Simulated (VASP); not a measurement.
Input of a VASP 6.6.1 run:

The input INCAR:

```
SYSTEM = ScAl
ALGO     = Normal         ! electronic algorithm
EDIFF    = 1E-7           ! SCF threshold, eV
EDIFFG   = -0.002         ! ionic threshold
ENCUT    = 600            ! plane-wave cutoff, eV
GGA      = PS             ! functional
IBRION   = 2              ! ionic algorithm
ISIF     = 3              ! what is computed and relaxed
ISMEAR   = -1             ! smearing method
LASPH    = .True.         ! aspherical terms in the spheres
LCHARG   = .False.        ! write CHGCAR
LREAL    = .False.        ! projectors in reciprocal space
LWAVE    = .False.        ! write WAVECAR
NELM     = 100            ! most SCF steps
NSW      = 100            ! ionic steps
PREC     = Accurate       ! precision mode
PSTRESS  = 100.0        
SIGMA    = 0.1            ! smearing width, eV
```

The input KPOINTS:

```
k-points
0
Gamma
  14 14 14
  0 0 0
```

POSCAR

```
ScAl
1.0
    3.3464246974      0.0000000000      0.0000000000
    0.0000000000      3.3464246974      0.0000000000
    0.0000000000      0.0000000000      3.3464246974
Sc Al
1 1
Direct
    0.5000000000      0.5000000000      0.5000000000
    0.0000000000      0.0000000000      0.0000000000
```

Potentials or basis: VASP PAW PBE potentials, release 64 (Sc_sv, Al).

The run is started by

```bash
$ cat potpaw_PBE.64/Sc_sv/POTCAR potpaw_PBE.64/Al/POTCAR > POTCAR
$ mpirun -np 1 vasp_std > vasp.out
```

Estimate the band gap on the k mesh.

zero (bands 7 and 8 overlap by 1.18 eV).

What does it give for the relaxed volume?

16.96 Å³/atom.

Final structure:
```
CELL_PARAMETERS angstrom
3.23729 0.00000 0.00000
0.00000 3.23729 0.00000
0.00000 0.00000 3.23729
ATOMIC_POSITIONS crystal
Sc 0.50000 0.50000 0.50000
Al 0.00000 0.00000 0.00000
```

Caveat: the cell is relaxed towards a set pressure, so the run minimises the enthalpy, not the energy; the PAW data sets were made with another functional, which shifts forces and pressure a little.
